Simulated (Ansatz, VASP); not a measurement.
# Sn: VASP beside Ansatz

```
Sn
1.0
     3.21323    0.00000    0.00000
    -1.60662    2.78274    0.00000
     0.00000    0.00000    3.02722
Sn
1
Direct
  0.00000 0.00000 0.00000
```

Change from the starting cell: volume scaled by 0.95, PAW files.

Alike in both runs: task single point; functional PBE; k mesh 13 × 13 × 12; occupations fermi-dirac, width 0.05 eV; no spin polarisation.

|  | VASP | Ansatz |
| --- | --- | --- |
| version | VASP 6.6.1 | Ansatz 0.2.0 |
| potentials or method | VASP PAW PBE potentials, release 64 (Sn_d) | PAW with Ansatz's default frozen-core files, scalar-relativistic |
| plane-wave cutoff (eV) | 520 | 420 |
| valence electrons in the cell | 14 | 14 |

VASP gave:

| Quantity | Value |
| --- | --- |
| pressure (GPa) | 2.6 |

What did Ansatz give for the same quantities?

Pressure (GPa): 2.7.
